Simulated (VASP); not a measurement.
Set up this calculation in VASP 6.6.1, as the native input.

| Item | Value |
| --- | --- |
| Task | single point |
| Functional | PBEsol |
| Potentials or basis | VASP PAW PBE potentials, release 64 (B, O) |
| Cutoff | 520 eV |
| k mesh | 18 × 18 × 4 |
| Occupations | gaussian, width 0.1 eV |
| Spin | no spin polarisation |
| Dipole correction | no |
| k mesh for the DOS | 27 × 27 × 6 |
| Occupations for the DOS | tetrahedron |
| Further INCAR settings | ALGO = Normal; EDIFF = 1e-06 |

B2O:

```
CELL_PARAMETERS angstrom
2.54535 0.00000 0.00000
-1.27268 2.20434 0.00000
0.00000 0.00000 9.66115
ATOMIC_POSITIONS crystal
B 0.00000 0.00000 0.40975
B 0.00000 0.00000 0.59025
B 0.66667 0.33333 0.02942
B 0.33333 0.66667 0.97058
O 0.66667 0.33333 0.35233
O 0.33333 0.66667 0.64767
```

The input as run:

POSCAR

```
B2O
1.0
    2.5453543051      0.0000000000      0.0000000000
   -1.2726771526      2.2043414899      0.0000000000
    0.0000000000      0.0000000000      9.6611509440
B O
4 2
Direct
    0.0000000000      0.0000000000      0.4097500172
    0.0000000000      0.0000000000      0.5902499828
    0.6666666667      0.3333333333      0.0294197153
    0.3333333333      0.6666666667      0.9705802847
    0.6666666667      0.3333333333      0.3523319061
    0.3333333333      0.6666666667      0.6476680939
```

INCAR.step1

```
PREC = Accurate ; ENCUT = 520
EDIFF = 1E-6 ; ISMEAR = 0
SIGMA = 0.1 ; LREAL = F
LASPH = T ; NELM = 80
ALGO = Normal ; ISIF = 2
LWAVE = F ; LCHARG = T
GGA = PS ; NBANDS = 21
```

KPOINTS.step1

```
regular mesh
0
Gamma
  18 18 4
```

INCAR.step2

```
PREC = Accurate ; ENCUT = 520
EDIFF = 1E-6 ; ISMEAR = -5
SIGMA = 0.1 ; LREAL = F
LASPH = T ; NELM = 80
ALGO = Normal ; ISIF = 2
LWAVE = F ; LCHARG = F
GGA = PS ; LORBIT = 10
NEDOS = 1001 ; ICHARG = 11
```

KPOINTS.step2

```
regular mesh
0
Gamma
  27 27 6
```

Potentials or basis: VASP PAW PBE potentials, release 64 (B, O).

Launch:

```bash
$ cat potpaw_PBE.64/B/POTCAR potpaw_PBE.64/O/POTCAR > POTCAR
$ cp INCAR.step1 INCAR
$ cp KPOINTS.step1 KPOINTS
$ mpirun -np 1 vasp_std > vasp.out
$ cp INCAR.step2 INCAR
$ cp KPOINTS.step2 KPOINTS
$ mpirun -np 1 vasp_std > vasp.out
```

It gave:

- Valence electrons inside the program's atomic spheres: B 1.85, 2.05 (each value once); O 5.11

Wall time 7.3 min on 1 thread of Intel Xeon 8259CL, with other jobs on the host, peak memory 0.4 GiB.
